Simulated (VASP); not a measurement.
# BeAlS3 (P4mm) in VASP: notebook

The runs below take BeAlS3 through single point, with PBE.

All numbers are computed with VASP 6.6.1; they aren't measurements. Logs are shortened: lines on timing, memory, paths and dates and some standing lists are left out, and cuts for length are marked.

## 1. The cell of the first run

It takes space group P4mm (No. 99, tetragonal). Conventional cell: a = 4.315 Å, b = 4.315 Å, c = 6.518 Å, α = 90.00°, β = 90.00°, γ = 90.00°. Within 2.9 Å of Be (site symmetry 4mm) lie 4 S at 2.20 Å. Al (site symmetry 4mm) has 5 S at 2.17 to 2.42 Å within 2.9 Å. S (site symmetry 4mm) has 1 Al at 2.17 Å within 2.9 Å. Within 2.9 Å of S (site symmetry 2mm) lie 2 Be at 2.20 Å and 2 Al at 2.42 Å.

## 2. Single point, PBE

INCAR reads:

```
SYSTEM = BeAlS3
ALGO = Normal
EDIFF = 1E-6
ENCUT = 520
GGA = PE
ISIF = 2
ISMEAR = 0
LASPH = .TRUE.
LCHARG = .TRUE.
LELF = .TRUE.
LREAL = .FALSE.
LVHAR = .TRUE.
LWAVE = .FALSE.
NBANDS = 20
NELM = 100
PREC = Accurate
SIGMA = 0.1
```

KPOINTS reads:

```
k-points
0
G
  4 4 4
  0 0 0
```

POSCAR reads:

```
BeAlS3
1.0
    4.3148958374      0.0000000000      0.0000000000
    0.0000000000      4.3148958374      0.0000000000
    0.0000000000      0.0000000000      6.5181544913
Be Al S
1 1 3
Direct
    0.0000000000      0.0000000000     -0.3110951625
    0.5000000000      0.5000000000      0.4595896893
    0.5000000000      0.5000000000      0.1259180237
    0.5000000000      0.0000000000      0.6267937097
    0.0000000000      0.5000000000      0.6267937097
```

Potentials or basis: VASP PAW PBE potentials, release 64 (Be, Al, S).

Launch:

```sh
$ cat potpaw_PBE.64/Be/POTCAR potpaw_PBE.64/Al/POTCAR potpaw_PBE.64/S/POTCAR > POTCAR
$ mpirun -np 1 vasp_std > vasp.out
```

OUTCAR:

```text
SYSTEM = BeAlS3
   EDIFF = 1E-6
   ENCUT = 520
   GGA = PE
   ISIF = 2
   ISMEAR = 0
   LASPH = .TRUE.
   LREAL = .FALSE.
   NELM = 100
   PREC = Accurate

 ion  position               nearest neighbor table
   1  0.000  0.000  0.689-   4 2.20   5 2.20   5 2.20   4 2.20
   2  0.500  0.500  0.460-   3 2.17   4 2.42   5 2.42   4 2.42   5 2.42
   3  0.500  0.500  0.126-   2 2.17
   4  0.500  0.000  0.627-   1 2.20   1 2.20   2 2.42   2 2.42
   5  0.000  0.500  0.627-   1 2.20   1 2.20   2 2.42   2 2.42

  LATTYP: Found a simple tetragonal cell.
 ALAT       =     4.3148958374
 C/A-ratio  =     1.5106168809

  Lattice vectors:

 A1 = (   4.3148958374,   0.0000000000,   0.0000000000)
 A2 = (   0.0000000000,   4.3148958374,   0.0000000000)
 A3 = (   0.0000000000,   0.0000000000,   6.5181544913)

Analysis of symmetry for initial positions (statically):
=====================================================================
 Subroutine PRICEL returns:
 Original cell was already a primitive cell.

 Routine SETGRP: Setting up the symmetry group for a
 simple tetragonal supercell.

 Subroutine GETGRP returns: Found  8 space group operations
 (whereof  8 operations were pure point group operations)
 out of a pool of 16 trial point group operations.

The static configuration has the point symmetry C_4v.

Analysis of symmetry for dynamics (positions and initial velocities):
=====================================================================
 Subroutine PRICEL returns:
 Original cell was already a primitive cell.

 Routine SETGRP: Setting up the symmetry group for a
 simple tetragonal supercell.

 Subroutine GETGRP returns: Found  8 space group operations
 (whereof  8 operations were pure point group operations)
 out of a pool of 16 trial point group operations.

The dynamic configuration has the point symmetry C_4v.

 Subroutine INISYM returns: Found  8 space group operations
 (whereof  8 operations are pure point group operations),
 and found     1 'primitive' translations

----------------------------------------------------------------------------------------

                                     Primitive cell

  volume of cell :     121.3571

  direct lattice vectors                    reciprocal lattice vectors
     4.314895837  0.000000000  0.000000000     0.231755305  0.000000000  0.000000000
     0.000000000  4.314895837  0.000000000     0.000000000  0.231755305  0.000000000
     0.000000000  0.000000000  6.518154491     0.000000000  0.000000000  0.153417659

  length of vectors
     4.314895837  4.314895837  6.518154491     0.231755305  0.231755305  0.153417659

  position of ions in fractional coordinates (direct lattice)
     0.000000000  0.000000000  0.688904837
     0.500000000  0.500000000  0.459589689
     0.500000000  0.500000000  0.125918024
     0.500000000  0.000000000  0.626793710
     0.000000000  0.500000000  0.626793710

  ion indices of the primitive-cell ions
   primitive index   ion index
                 1           1
                 2           2
                 3           3
                 4           4
                 5           5

----------------------------------------------------------------------------------------

 KPOINTS: k-points

Automatic generation of k-mesh.
 Grid dimensions read from file:
 generate k-points for:    4    4    4

 Generating k-lattice:

  Cartesian coordinates                     Fractional coordinates (reciprocal lattice)
     0.057938826  0.000000000  0.000000000     0.250000000  0.000000000  0.000000000
     0.000000000  0.057938826  0.000000000     0.000000000  0.250000000  0.000000000
     0.000000000  0.000000000  0.038354415     0.000000000  0.000000000  0.250000000

  Length of vectors
     0.057938826  0.057938826  0.038354415

  Shift w.r.t. Gamma in fractional coordinates (k-lattice)
     0.000000000  0.000000000  0.000000000

 Subroutine IBZKPT returns following result:
 ===========================================

 Found     18 irreducible k-points:

 Following reciprocal coordinates:
            Coordinates               Weight
  0.000000  0.000000  0.000000      1.000000
  0.250000  0.000000  0.000000      4.000000
  0.500000  0.000000  0.000000      2.000000
  0.250000  0.250000  0.000000      4.000000
  0.500000  0.250000  0.000000      4.000000
  0.500000  0.500000  0.000000      1.000000
[... 10 lines left out ...]
  0.500000  0.250000  0.500000      4.000000
  0.500000  0.500000  0.500000      1.000000
   k-points           NKPTS =     18   k-points in BZ     NKDIM =     18   number of bands    NBANDS=     20
   number of dos      NEDOS =    301   number of ions     NIONS =      5
   total plane-waves  NPLWV =  49152
   dimension x,y,z NGX =    32 NGY =   32 NGZ =   48
   dimension x,y,z NGXF=    64 NGYF=   64 NGZF=   96
   ions per type =               1   1   3
   NGX,Y,Z   is equivalent  to a cutoff of  12.33, 12.33, 12.24 a.u.
   NGXF,Y,Z  is equivalent  to a cutoff of  24.66, 24.66, 24.48 a.u.
 SYSTEM =  BeAlS3
   PREC   = accura    normal or accurate (medium, high low for compatibility)
   ISTART =      0    job   : 0-new  1-cont  2-samecut
   ICHARG =      2    charge: 1-file 2-atom 10-const
   ISPIN  =      1    spin polarized calculation?
   LNONCOLLINEAR =      F non collinear calculations
   LSORBIT =      F    spin-orbit coupling
   LASPH  =      T    aspherical Exc in radial PAW
   ENCUT  =  520.0 eV  38.22 Ry    6.18 a.u.   8.02  8.02 12.12*2*pi/ulx,y,z
   NELM   =    100;   NELMIN=  2; NELMDL= -5     # of ELM steps
   EDIFF  = 0.1E-05   stopping-criterion for ELM
   LREAL  =      F    real-space projection
   EDIFFG = 0.1E-04   stopping-criterion for IOM
   NSW    =      0    number of steps for IOM
   IBRION =     -1    ionic relax: 0-MD 1-quasi-New 2-CG
   NFREE  =      0    steps in history (QN), initial steepest desc. (CG)
   ISIF   =      2    stress and relaxation
   ISYM   =      2    0-nonsym 1-usesym 2-fastsym
   POTIM  = 0.5000    time-step for ionic-motion
   TEBEG  =    0.0;   TEEND  =   0.0 temperature during run
   PSTRESS=    0.0 pullay stress
   NELECT =      23.0000    total number of electrons
   NUPDOWN=      -1.0000    fix difference up-down
   EMIN   =  10.00;   EMAX   =-10.00  energy-range for DOS
   EFERMI =   0.00;   METHOD = LEGACY
   ISMEAR =     0;   SIGMA  =   0.10  broadening in eV -4-tet -1-fermi 0-gaus
   EFERMI_NEDOS =   21; number of points for ismear=-14 and -15
   IALGO  =     38    algorithm
   IMIX   =      4    mixing-type and parameters
     AMIX     =   0.40;   BMIX     =  1.00
     AMIX_MAG =   1.60;   BMIX_MAG =  1.00
  volume/ion in A,a.u.               =      24.27       163.79
  Fermi-wavevector in a.u.,A,eV,Ry     =   0.940363  1.777029 12.031403  0.884283
  Thomas-Fermi vector in A             =   2.067768
   LORBIT       =      0    0 simple, 1 ext, 2 COOP (PROOUT), +10 PAW based schemes
   GGA     = PE    functional components
   LHFCALC =     F    Hartree Fock is set to
   AEXX    =    0.0000 exact exchange contribution
   IVDW    =     0    specifies the selected vdW correction
   LEPSILON=     F    determine dielectric tensor
   LRPA    =     F    only Hartree local field effects (RPA)
 non-spin polarized calculation
 Gauss-broadening in eV      SIGMA  =   0.10
  energy-cutoff  :      520.00
  volume of cell :      121.36
 maximum number of plane-waves:      3320
   NGX = 17   NGY = 17   NGZ = 25

 number of electron      22.9999992 magnetization

 Free energy of the ion-electron system (eV)
  ---------------------------------------------------
  ext. energy  EPLUGINS =         0.00000000
  ---------------------------------------------------
  free energy    TOTEN  =       -21.12957442 eV

  energy without entropy =      -21.10250408  energy(sigma->0) =      -21.11603925

 E-fermi :   1.4983     XC(G=0):  -7.8701

 val. band max:        1.4809522324   @ k =   0.2500   0.0000   0.5000
 cond. band min:       1.5084516050   @ k =   0.0000   0.0000   0.2500
 fundamental gap:      0.0274993726
 Fermi energy:         1.4983082983

 k-point     1 :       0.0000    0.0000    0.0000
  band No.  band energies     occupation
      1     -12.5268      2.00000
      2      -9.4336      2.00000
      3      -9.2835      2.00000
      4      -3.8376      2.00000
      5      -3.8376      2.00000
      6      -3.2014      2.00000
[... 12 lines left out ...]
     19       8.2498      0.00000
     20       9.4890      0.00000

 k-point     2 :       0.2500    0.0000    0.0000
  band No.  band energies     occupation
      1     -12.1957      2.00000
      2     -10.0747      2.00000
      3      -9.2458      2.00000
      4      -3.5010      2.00000
      5      -3.4480      2.00000
      6      -2.7226      2.00000
[... 12 lines left out ...]
     19       9.2486      0.00000
     20       9.7872      0.00000

 k-point     3 :       0.5000    0.0000    0.0000
  band No.  band energies     occupation
      1     -11.3531      2.00000
      2     -11.1903      2.00000
      3      -9.2055      2.00000
      4      -2.8301      2.00000
      5      -2.5721      2.00000
      6      -2.1707      2.00000
[... 12 lines left out ...]
     19       9.0841      0.00000
     20       9.1489      0.00000

 k-point     4 :       0.2500    0.2500    0.0000
  band No.  band energies     occupation
      1     -11.9024      2.00000
      2     -10.3561      2.00000
      3      -9.2310      2.00000
      4      -4.6713      2.00000
      5      -3.0268      2.00000
      6      -2.2342      2.00000
[... 291 lines left out ...]
 k-point    17 :       0.5000    0.2500    0.5000
  band No.  band energies     occupation
      1     -11.1737      2.00000
      2     -11.0944      2.00000
      3      -9.2264      2.00000
      4      -4.5619      2.00000
      5      -4.3705      2.00000
      6      -1.3560      2.00000
[... 12 lines left out ...]
     19       9.3213      0.00000
     20       9.8718      0.00000

 k-point    18 :       0.5000    0.5000    0.5000
  band No.  band energies     occupation
      1     -10.9920      2.00000
      2     -10.9920      2.00000
      3      -9.1995      2.00000
      4      -5.4506      2.00000
      5      -5.1367      2.00000
      6      -1.1459      2.00000
[... 12 lines left out ...]
     19       9.2874      0.00000
     20       9.6899      0.00000

------------------------ aborting loop because EDIFF is reached ----------------------------------------

  FORCE on cell =-STRESS in cart. coord.  units (eV):
  Direction    XX          YY          ZZ          XY          YZ          ZX
  --------------------------------------------------------------------------------------
  -------------------------------------------------------------------------------------
  Total       -0.0393137     -0.0393137      0.0839263      0.0000000      0.0000000      0.0000000
  in kB       -0.5190265     -0.5190265      1.1080094      0.0000000      0.0000000      0.0000000
  external PRESSURE =       0.0233188 kB  Pullay stress =       0.0000000 kB

 VOLUME and BASIS-vectors are now :
 -----------------------------------------------------------------------------
  energy-cutoff  :      520.00
  volume of cell :      121.36
      direct lattice vectors                 reciprocal lattice vectors
     4.314895837  0.000000000  0.000000000     0.231755305  0.000000000  0.000000000
     0.000000000  4.314895837  0.000000000     0.000000000  0.231755305  0.000000000
     0.000000000  0.000000000  6.518154491     0.000000000  0.000000000  0.153417659

 POSITION                                       TOTAL-FORCE (eV/Angst)
 -----------------------------------------------------------------------------------
      0.00000      0.00000      4.49039        -0.000000      0.000000     -0.001138
      2.15745      2.15745      2.99568         0.000000     -0.000000     -0.007725
      2.15745      2.15745      0.82075         0.000000     -0.000000      0.013115
      2.15745      0.00000      4.08554         0.000000      0.000000     -0.002126
      0.00000      2.15745      4.08554         0.000000      0.000000     -0.002126
 -----------------------------------------------------------------------------------
    total drift:                                0.000000      0.000000      0.000417

  FREE ENERGIE OF THE ION-ELECTRON SYSTEM (eV)
  ---------------------------------------------------
  free  energy   TOTEN  =       -21.1295744179 eV

  energy  without entropy=      -21.1025040758  energy(sigma->0) =      -21.11603925
```

Wall time 36 s (1 thread of Intel Xeon Platinum 8375C at 2.90GHz (Ice Lake), shared host); peak memory 0.22 GiB.

Results:

```
Free energy   : -21.1296 eV
Pressure      : 0.0 GPa
Largest force : 0.013 eV/Å
```

Forces on the atoms (eV/Å):
```
Be   0.000  0.000 -0.001
Al   0.000  0.000 -0.008
S    0.000  0.000  0.013
S    0.000  0.000 -0.002
S    0.000  0.000 -0.002
```

Caveat: the k points lie up to 0.36 Å⁻¹ apart.

## 3. Single point, PBE

This run uses another cell than the first one, of 24.45 Å³/atom, 1.007 times its volume.

INCAR reads:

```
  ALGO = Normal
  EDIFF = 1E-6
  ENCUT = 520
  GGA = PE
  ISIF = 2
  ISMEAR = 0
  LASPH = True
  LCHARG = False
  LREAL = False
  LWAVE = False
  NBANDS = 20
  NELM = 80
  PREC = Accurate
  SIGMA = 0.1
```

KPOINTS reads:

```
k-points
0
Gamma
  10 10 6
```

POSCAR reads:

```
BeAlS3
1.0
    4.3172803649      0.0000000000      0.0000000000
    0.0000000000      4.3172803649      0.0000000000
    0.0000000000      0.0000000000      6.5586869185
Be Al S
1 1 3
Direct
    0.0000000000      0.0000000000      0.6888994886
    0.5000000000      0.5000000000      0.4584814310
    0.5000000000      0.5000000000      0.1277190146
    0.5000000000      0.0000000000      0.6264500179
    0.0000000000      0.5000000000      0.6264500179
```

Potentials or basis: VASP PAW PBE potentials, release 64 (Be, Al, S).

Launch:

```sh
$ cat potpaw_PBE.64/Be/POTCAR potpaw_PBE.64/Al/POTCAR potpaw_PBE.64/S/POTCAR > POTCAR
$ mpirun -np 1 vasp_std > vasp.out
```

Wall time 2 min (1 thread of Intel Xeon Platinum 8375C at 2.90GHz (Ice Lake), shared host); peak memory 0.33 GiB.

The run converged. Its results:

| Item | Value |
| --- | --- |
| Free energy | -21.0731 eV |
| Pressure | -0.1 GPa |
| Largest force | 0.020 eV/Å |

Forces in eV/Å, atoms in the order of the input:
```
Be   0.000  0.000 -0.007
Al   0.000  0.000 -0.012
S    0.000  0.000  0.020
S    0.000  0.000 -0.001
S    0.000  0.000 -0.001
```

Levels at points of the mesh, in eV from the Fermi level:
```
           k point  band 7  band 8  band 9  band 10  band 11  band 12  band 13  band 14  band 15  band 16
(0.00, 0.00, 0.00)   -1.22   -1.16   -1.16    -0.92     0.07     0.07     0.48     3.26     4.67     5.16
(0.50, 0.00, 0.00)   -3.50   -3.01   -2.78    -1.04    -0.92     0.14     4.24     4.38     5.61     5.89
(0.50, 0.50, 0.00)   -2.47   -2.28   -0.69    -0.69     0.39     0.41     2.19     4.65     5.63     5.63
(0.00, 0.00, 0.50)   -2.26   -1.16   -1.16    -0.94    -0.03    -0.03     0.69     4.16     4.98     5.77
(0.50, 0.00, 0.50)   -3.48   -3.02   -2.48    -1.68    -0.36     0.05     3.90     4.52     5.66     5.66
(0.50, 0.50, 0.50)   -2.69   -1.81   -0.23    -0.23     0.39     0.41     2.01     3.27     5.62     5.62
```

Caveat: this functional lacks dispersion, which binds the layers, so the pressure and a relaxed spacing across them are unreliable.
